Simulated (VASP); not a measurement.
# CuAu2Cl3 (P-3m1) in VASP: further runs

CuAu2Cl3 is run at these levels: PBE; tasks: single point.

Program: VASP 6.6.1. These are calculated values, not measurements. Logs are shortened: lines on timing, memory, paths and dates and some standing lists are left out, and cuts for length are marked.

### Step 1. The cell of the first run

Symmetry: P-3m1, No. 164, trigonal system. Conventional cell: a = 3.540 Å, b = 3.540 Å, c = 10.896 Å, α = 90.00°, β = 90.00°, γ = 120.00°. Within 3.3 Å of Cu (site symmetry -3m) lie 6 Cl at 2.51 Å. Au (site symmetry 3m) has 6 Cl at 2.79 to 2.93 Å and 6 Au at 3.54 Å within 3.7 Å. Within 3.3 Å of Cl (site symmetry 3m) lie 3 Cu at 2.51 Å and 3 Au at 2.93 Å. Within 3.7 Å of Cl (site symmetry -3m) lie 6 Au at 2.79 Å and 6 Cl at 3.54 Å.

### Step 2. Single point, PBE

File INCAR:

```
  ALGO = Normal
  EDIFF = 1E-6
  ENCUT = 520
  GGA = PE
  ISIF = 2
  ISMEAR = 0
  LASPH = T
  LCHARG = F
  LREAL = F
  LWAVE = F
  NBANDS = 36
  NELM = 60
  PREC = Accurate
  SIGMA = 0.1
```

File KPOINTS:

```
k-points
0
Gamma
  12 12 4
```

File POSCAR:

```
CuAu2Cl3
1.0
    3.5404903812      0.0000000000      0.0000000000
   -1.7702451906      3.0661546120      0.0000000000
    0.0000000000      0.0000000000     10.8961958415
Cu Au Cl
1 2 3
Direct
    0.0000000000      0.0000000000      0.0000000000
    0.3333333333      0.6666666667      0.6740446243
    0.6666666667      0.3333333333      0.3259553757
    0.6666666667      0.3333333333      0.8667706410
    0.0000000000      0.0000000000      0.5000000000
    0.3333333333      0.6666666667      0.1332293590
```

Potentials or basis: VASP PAW PBE potentials, release 64 (Cu, Au, Cl).

The run is started by

```bash
> cat potpaw_PBE.64/Cu/POTCAR potpaw_PBE.64/Au/POTCAR potpaw_PBE.64/Cl/POTCAR > POTCAR
> mpirun -np 1 vasp_std > vasp.out
```

OUTCAR:

```text
EDIFF = 1E-6
   ENCUT = 520
   GGA = PE
   ISIF = 2
   ISMEAR = 0
   LASPH = T
   LREAL = F
   NELM = 60
   PREC = Accurate

 ion  position               nearest neighbor table
   1  0.000  0.000  0.000-   4 2.51   6 2.51   4 2.51   6 2.51   4 2.51   6 2.51
   2  0.333  0.667  0.674-   5 2.79   5 2.79   5 2.79   4 2.93   4 2.93   4 2.93
   3  0.667  0.333  0.326-   5 2.79   5 2.79   5 2.79   6 2.93   6 2.93   6 2.93
   4  0.667  0.333  0.867-   1 2.51   1 2.51   1 2.51   2 2.93   2 2.93   2 2.93
   5  0.000  0.000  0.500-   2 2.79   3 2.79   3 2.79   2 2.79   3 2.79   2 2.79
   6  0.333  0.667  0.133-   1 2.51   1 2.51   1 2.51   3 2.93   3 2.93   3 2.93

  LATTYP: Found a hexagonal cell.
 ALAT       =     3.5404903812
 C/A-ratio  =     3.0775950979

  Lattice vectors:

 A1 = (   3.5404903812,   0.0000000000,   0.0000000000)
 A2 = (  -1.7702451906,   3.0661546120,   0.0000000000)
 A3 = (   0.0000000000,   0.0000000000,  10.8961958415)

Analysis of symmetry for initial positions (statically):
=====================================================================
 Subroutine PRICEL returns:
 Original cell was already a primitive cell.

 Routine SETGRP: Setting up the symmetry group for a
 hexagonal supercell.

 Subroutine GETGRP returns: Found 12 space group operations
 (whereof 12 operations were pure point group operations)
 out of a pool of 24 trial point group operations.

The static configuration has the point symmetry D_3d.

Analysis of symmetry for dynamics (positions and initial velocities):
=====================================================================
 Subroutine PRICEL returns:
 Original cell was already a primitive cell.

 Routine SETGRP: Setting up the symmetry group for a
 hexagonal supercell.

 Subroutine GETGRP returns: Found 12 space group operations
 (whereof 12 operations were pure point group operations)
 out of a pool of 24 trial point group operations.

The dynamic configuration has the point symmetry D_3d.

 Subroutine INISYM returns: Found 12 space group operations
 (whereof 12 operations are pure point group operations),
 and found     1 'primitive' translations

----------------------------------------------------------------------------------------

                                     Primitive cell

  volume of cell :     118.2857

  direct lattice vectors                    reciprocal lattice vectors
     3.540490381  0.000000000  0.000000000     0.282446750  0.163070707  0.000000000
    -1.770245191  3.066154612  0.000000000     0.000000000  0.326141414  0.000000000
     0.000000000  0.000000000 10.896195842     0.000000000  0.000000000  0.091775149
[... 98 lines left out ...]
   ISIF   =      2    stress and relaxation
   ISYM   =      2    0-nonsym 1-usesym 2-fastsym
   POTIM  = 0.5000    time-step for ionic-motion
   TEBEG  =    0.0;   TEEND  =   0.0 temperature during run
   PSTRESS=    0.0 pullay stress
   NELECT =      54.0000    total number of electrons
   NUPDOWN=      -1.0000    fix difference up-down
   EMIN   =  10.00;   EMAX   =-10.00  energy-range for DOS
   EFERMI =   0.00;   METHOD = LEGACY
   ISMEAR =     0;   SIGMA  =   0.10  broadening in eV -4-tet -1-fermi 0-gaus
   EFERMI_NEDOS =   21; number of points for ismear=-14 and -15
   IALGO  =     38    algorithm
   IMIX   =      4    mixing-type and parameters
     AMIX     =   0.40;   BMIX     =  1.00
     AMIX_MAG =   1.60;   BMIX_MAG =  1.00
  volume/ion in A,a.u.               =      19.71       133.04
  Fermi-wavevector in a.u.,A,eV,Ry     =   1.260555  2.382104 21.619659  1.589000
  Thomas-Fermi vector in A             =   2.394059
   LORBIT       =      0    0 simple, 1 ext, 2 COOP (PROOUT), +10 PAW based schemes
   GGA     = PE    functional components
   LHFCALC =     F    Hartree Fock is set to
   AEXX    =    0.0000 exact exchange contribution
   IVDW    =     0    specifies the selected vdW correction
   LEPSILON=     F    determine dielectric tensor
   LRPA    =     F    only Hartree local field effects (RPA)
 non-spin polarized calculation
 Gauss-broadening in eV      SIGMA  =   0.10
  energy-cutoff  :      520.00
  volume of cell :      118.29
 maximum number of plane-waves:      3233
 NGX is ok and might be reduce to    28
   NGX = 13   NGY = 13   NGZ = 41

 number of electron      54.0000007 magnetization

 Free energy of the ion-electron system (eV)
  ---------------------------------------------------
  ext. energy  EPLUGINS =         0.00000000
  ---------------------------------------------------
  free energy    TOTEN  =       -15.32609621 eV

  energy without entropy =      -15.31821023  energy(sigma->0) =      -15.32215322

 E-fermi :   4.9261     XC(G=0): -10.4160

 val. band max:        4.9141689689   @ k =   0.4167   0.0833   0.5000
 cond. band min:       4.9355047325   @ k =   0.0833   0.0833   0.0000
 fundamental gap:      0.0213357636
 Fermi energy:         4.9261147772

 k-point     1 :       0.0000    0.0000    0.0000
  band No.  band energies     occupation
      1     -11.4117      2.00000
      2     -11.1602      2.00000
      3     -10.8924      2.00000
      4      -1.5794      2.00000
      5      -1.4098      2.00000
      6       0.9381      2.00000
[... 925 lines left out ...]
     35      13.3824      0.00000
     36      13.6967      0.00000

 [... further k-points ...]

------------------------ aborting loop because EDIFF is reached ----------------------------------------

  FORCE on cell =-STRESS in cart. coord.  units (eV):
  Direction    XX          YY          ZZ          XY          YZ          ZX
  --------------------------------------------------------------------------------------
  -------------------------------------------------------------------------------------
  Total       -0.0555817     -0.0555817     -0.0550949      0.0000000      0.0000000      0.0000000
  in kB       -0.7528527     -0.7528527     -0.7462596      0.0000000      0.0000000      0.0000000
  external PRESSURE =      -0.7506550 kB  Pullay stress =       0.0000000 kB

 VOLUME and BASIS-vectors are now :
 -----------------------------------------------------------------------------
  energy-cutoff  :      520.00
  volume of cell :      118.29
      direct lattice vectors                 reciprocal lattice vectors
     3.540490381  0.000000000  0.000000000     0.282446750  0.163070707  0.000000000
    -1.770245191  3.066154612  0.000000000     0.000000000  0.326141414  0.000000000
     0.000000000  0.000000000 10.896195842     0.000000000  0.000000000  0.091775149

 POSITION                                       TOTAL-FORCE (eV/Angst)
 -----------------------------------------------------------------------------------
      0.00000      0.00000      0.00000         0.000000      0.000000     -0.000000
     -0.00000      2.04410      7.34452         0.000000      0.000000     -0.004915
      1.77025      1.02205      3.55167         0.000000     -0.000000      0.004915
      1.77025      1.02205      9.44450         0.000000     -0.000000     -0.015605
      0.00000      0.00000      5.44810         0.000000      0.000000     -0.000000
     -0.00000      2.04410      1.45169        -0.000000      0.000000      0.015605
 -----------------------------------------------------------------------------------
    total drift:                                0.000000     -0.000000      0.000000

  FREE ENERGIE OF THE ION-ELECTRON SYSTEM (eV)
  ---------------------------------------------------
  free  energy   TOTEN  =       -15.3260962085 eV

  energy  without entropy=      -15.3182102294  energy(sigma->0) =      -15.32215322
```

OSZICAR:

```text
N       E                     dE             d eps       ncg     rms          rms(c)
DAV:   1     0.493615511235E+03    0.49362E+03   -0.24803E+04  4976   0.158E+03
DAV:   2     0.412862661339E+02   -0.45233E+03   -0.42655E+03  5304   0.370E+02
DAV:   3    -0.135975899071E+02   -0.54884E+02   -0.52716E+02  6240   0.127E+02
DAV:   4    -0.161295977701E+02   -0.25320E+01   -0.25114E+01  6300   0.287E+01
DAV:   5    -0.162178930306E+02   -0.88295E-01   -0.88209E-01  6648   0.520E+00    0.171E+01
DAV:   6    -0.164158906549E+02   -0.19800E+00   -0.18306E+01  6624   0.598E+01    0.971E+00
DAV:   7    -0.153959400081E+02    0.10200E+01   -0.62944E+00  6148   0.943E+01    0.733E+00
DAV:   8    -0.153360852437E+02    0.59855E-01   -0.15596E+00  7408   0.153E+01    0.141E+00
DAV:   9    -0.153283175041E+02    0.77677E-02   -0.15148E-01  7928   0.619E+00    0.572E-01
DAV:  10    -0.153266248823E+02    0.16926E-02   -0.36727E-02  6816   0.325E+00    0.234E-01
DAV:  11    -0.153260844207E+02    0.54046E-03   -0.47493E-03  7452   0.130E+00    0.855E-02
DAV:  12    -0.153261312502E+02   -0.46830E-04   -0.60641E-04  7524   0.364E-01    0.609E-02
DAV:  13    -0.153260955729E+02    0.35677E-04   -0.34056E-04  7200   0.348E-01    0.144E-02
DAV:  14    -0.153260962663E+02   -0.69341E-06   -0.22629E-05  7472   0.706E-02    0.412E-03
DAV:  15    -0.153260962085E+02    0.57808E-07   -0.85317E-07  3576   0.675E-03
   1 F= -.15326096E+02 E0= -.15322153E+02  d E =-.788598E-02
```

stdout:

```text
POSCAR found type information on POSCAR CuAuCl
 POSCAR found :  3 types and       6 ions
 scaLAPACK will be used
 LDA part: xc-table for (Slater+PW92), standard interpolation
 POSCAR, INCAR and KPOINTS ok, starting setup
 FFT: planning ... GRIDC
 FFT: planning ... GRID_SOFT
 FFT: planning ... GRID
 WAVECAR not read
 entering main loop
```

It took 8 min on 1 thread of Oxide Virtual Turin-like, shared host; peak memory 0.39 GiB.

Results:

```yaml
Free_energy: -15.3261 eV
Pressure: -0.1 GPa
Largest_force: 0.016 eV/Å
Band_gap_on_the_k_mesh: zero (bands 27 and 28 overlap by 0.30 eV)
```

Forces on the atoms (eV/Å):
```
Cu   0.000  0.000  0.000
Au   0.000  0.000 -0.005
Au   0.000  0.000  0.005
Cl   0.000  0.000 -0.016
Cl   0.000  0.000  0.000
Cl   0.000  0.000  0.016
```

Caveat: spin-orbit coupling is left out, which moves the levels of the heavy elements.

### Step 3. Single point, PBE, collinear spin

This run uses another cell than the first one, of 19.01 Å³/atom.

File INCAR:

```
SYSTEM = CuAu2Cl3
PREC = Accurate ; ENCUT = 520
EDIFF = 1E-6 ; ISMEAR = 0
SIGMA = 0.1 ; LREAL = .False.
LASPH = .True. ; NELM = 150
ALGO = Normal ; ISIF = 2
LWAVE = .False. ; LCHARG = .False.
ISPIN = 2 ; MAGMOM = 1 0 0 0 0 0
LORBIT = 11 ; LMAXMIX = 4
GGA = PE ; NBANDS = 40
```

File KPOINTS:

```
Automatic mesh
0
Gamma
  6 6 2
  0 0 0
```

File POSCAR:

```
CuAu2Cl3
1.0
    3.7741707700      0.0000000000      0.0000000000
   -1.8870853800      3.2685277600      0.0000000000
    0.0000000000      0.0000000000      9.2447925800
Cu Au Cl
1 2 3
Direct
    0.0000000000      0.0000000000      0.0000000000
    0.3333333300      0.6666666700      0.6666666700
    0.6666666700      0.3333333300      0.3333333300
    0.6666666700      0.3333333300      0.8333333300
    0.0000000000      0.0000000000      0.5000000000
    0.3333333300      0.6666666700      0.1666666700
```

Potentials or basis: VASP PAW PBE potentials, release 64 (Cu, Au, Cl).

The run is started by

```bash
> cat potpaw_PBE.64/Cu/POTCAR potpaw_PBE.64/Au/POTCAR potpaw_PBE.64/Cl/POTCAR > POTCAR
> mpirun -np 1 vasp_std > vasp.out
```

Run time: 4.3 min. Hardware: 1 thread of Oxide Virtual Turin-like, shared host; peak memory 0.29 GiB.

It converged, with:

| Quantity | Value |
| --- | --- |
| Free energy | -14.8039 eV |
| Pressure | 5.4 GPa |
| Largest force | 1.129 eV/Å |
| Band gap on the k mesh | zero (filled and empty bands overlap) |
| Net moment | 0.00 μB per cell |
| Valence electrons inside the program's atomic spheres | Cu 9.74; Au 9.58; Cl 5.04, 5.02 (each value once) |

Forces on the atoms (eV/Å):
```
Cu   0.000  0.000  0.000
Au   0.000  0.000 -0.018
Au   0.000  0.000  0.018
Cl   0.000  0.000  1.129
Cl   0.000  0.000  0.000
Cl   0.000  0.000 -1.129
```

Stress tensor (GPa, compression positive):
```
5.44 0.00 0.00
0.00 5.44 0.00
0.00 0.00 5.26
```

Levels at points of the mesh, in eV from the Fermi level:
Spin up:
```tsv
k point	band 25	band 26	band 27	band 28	band 29	band 30
(0.00, 0.00, 0.00)	-0.52	-0.52	-0.51	-0.51	2.40	2.58
(0.50, 0.00, 0.00)	-0.62	-0.57	-0.56	-0.01	3.03	3.29
(0.00, 0.00, 0.50)	-1.22	-0.04	-0.04	0.41	0.81	3.04
(0.50, 0.00, 0.50)	-1.07	-0.04	-0.03	0.84	1.34	3.03
```
Spin down:
| k point | band 24 | band 25 | band 26 | band 27 | band 28 | band 29 | band 30 | band 31 |
| --- | --- | --- | --- | --- | --- | --- | --- | --- |
| (0.00, 0.00, 0.00) | -0.81 | -0.52 | -0.52 | -0.51 | -0.51 | 2.40 | 2.58 | 5.71 |
| (0.50, 0.00, 0.00) | -0.66 | -0.62 | -0.57 | -0.56 | -0.01 | 3.03 | 3.29 | 4.51 |
| (0.00, 0.00, 0.50) | -1.27 | -1.22 | -0.04 | -0.04 | 0.41 | 0.81 | 3.04 | 5.12 |
| (0.50, 0.00, 0.50) | -1.09 | -1.07 | -0.04 | -0.03 | 0.84 | 1.34 | 3.03 | 5.12 |

Caveat: the cell stands under pressure; spin-orbit coupling is left out, which moves the levels of the heavy elements; forces of over 1 eV/Å act on the atoms, so gaps and moduli don't describe the material at rest. With open d or f shells a metallic result of PBE can be an artefact of self-interaction; +U or a hybrid may open a gap.

### Step 4. Single point, PBE, collinear spin

File INCAR:

```
ALGO = Normal ; EDIFF = 1E-6
ENCUT = 520 ; GGA = PE
ISIF = 2 ; ISMEAR = 0
ISPIN = 2 ; LASPH = True
LCHARG = False ; LMAXMIX = 4
LORBIT = 11 ; LREAL = False
LWAVE = False ; MAGMOM = 1 0 0 0 0 0
NBANDS = 40 ; NELM = 150
PREC = Accurate ; SIGMA = 0.1
```

File KPOINTS:

```
k-points
0
Gamma
  6 6 2
```

File POSCAR:

```
CuAu2Cl3
1.0
    3.5565518649     -0.0000000027      0.0000000000
   -1.7782759301      3.0800642662      0.0000000000
    0.0000000000      0.0000000000     10.7977282753
Cu Au Cl
1 2 3
Direct
    0.0000000000      0.0000000000      0.0000000000
    0.3333333333      0.6666666667      0.6741364356
    0.6666666667      0.3333333333      0.3258635644
    0.6666666667      0.3333333333      0.8658956397
    0.0000000000      0.0000000000      0.5000000000
    0.3333333333      0.6666666667      0.1341043603
```

The run is started by

```bash
> cat potpaw_PBE.64/Cu/POTCAR potpaw_PBE.64/Au/POTCAR potpaw_PBE.64/Cl/POTCAR > POTCAR
> mpirun -np 1 vasp_std > vasp.out
```

Wall time 5.7 min (1 thread of Oxide Virtual Turin-like, shared host); peak memory 0.31 GiB.

Results (log left out):

```yaml
Free_energy: -15.3215 eV
Pressure: -0.1 GPa
Largest_force: 0.006 eV/Å
Band_gap_on_the_k_mesh: zero (filled and empty bands overlap)
Net_moment: 0.00 μB per cell
Valence_electrons_inside_the_program's_atomic_spheres: Cu 9.79; Au 9.46; Cl 5.06, 5.00 (each value once)
```

Forces on the atoms (eV/Å):
```
Cu   0.000  0.000  0.000
Au   0.000  0.000 -0.006
Au   0.000  0.000  0.006
Cl   0.000  0.000 -0.004
Cl   0.000  0.000  0.000
Cl   0.000  0.000  0.004
```

Stress tensor (GPa, compression positive):
```
-0.15  0.00  0.00
 0.00 -0.15  0.00
 0.00  0.00  0.07
```

Levels at points of the mesh, in eV from the Fermi level:
Spin up:
```csv
k point,band 24,band 25,band 26,band 27,band 28,band 29,band 30,band 31
"(0.00, 0.00, 0.00)",-1.12,-1.12,-0.98,-0.28,-0.28,1.67,3.37,5.15
"(0.50, 0.00, 0.00)",-1.10,-1.05,-0.32,-0.30,0.34,2.38,3.24,3.86
"(0.00, 0.00, 0.50)",-1.37,-1.30,-0.30,-0.20,-0.20,0.59,4.30,4.58
"(0.50, 0.00, 0.50)",-1.18,-1.09,-0.16,0.02,0.70,1.45,2.65,5.05
```
Spin down:
```
           k point  band 24  band 25  band 26  band 27  band 28  band 29  band 30  band 31
(0.00, 0.00, 0.00)    -1.12    -1.12    -0.98    -0.28    -0.28     1.67     3.37     5.15
(0.50, 0.00, 0.00)    -1.10    -1.05    -0.32    -0.30     0.34     2.38     3.24     3.86
(0.00, 0.00, 0.50)    -1.37    -1.30    -0.30    -0.20    -0.20     0.59     4.30     4.58
(0.50, 0.00, 0.50)    -1.18    -1.09    -0.16     0.02     0.70     1.45     2.65     5.05
```

Caveat: spin-orbit coupling is left out, which moves the levels of the heavy elements. With open d or f shells a metallic result of PBE can be an artefact of self-interaction; +U or a hybrid may open a gap.

### Step 5. The runs side by side

```csv
spin,cell,k mesh,gap on the mesh (eV),pressure (GPa),moment (μB),largest force (eV/Å)
off,"a = 3.540, b = 3.540, c = 10.896 Å, angles 90.0, 90.0, 120.0°, 6 atoms, atomic positions A",12 × 12 × 4,none,-0.1,-,0.02
collinear,"a = 3.774, b = 3.774, c = 9.245 Å, angles 90.0, 90.0, 120.0°, 6 atoms, atomic positions B",6 × 6 × 2,none,5.4,0.00,1.13
collinear,"a = 3.557, b = 3.557, c = 10.798 Å, angles 90.0, 90.0, 120.0°, 6 atoms, atomic positions C",6 × 6 × 2,none,-0.1,0.00,0.01
```

Alike in all rows: task single point; level PBE; potentials or basis VASP PAW PBE potentials, release 64 (Cu, Au, Cl); cutoff (eV) 520; smearing gaussian 0.1 eV.

Caveats: spin-orbit coupling is left out, which moves the levels of the heavy elements; the cell stands under pressure (at least some runs); forces of over 1 eV/Å act on the atoms, so gaps and moduli don't describe the material at rest (at least some runs).

Absolute energies hang on the potentials; compare differences alone.

The gap in the log of VASP goes by the Fermi energy; the results here count the filled bands.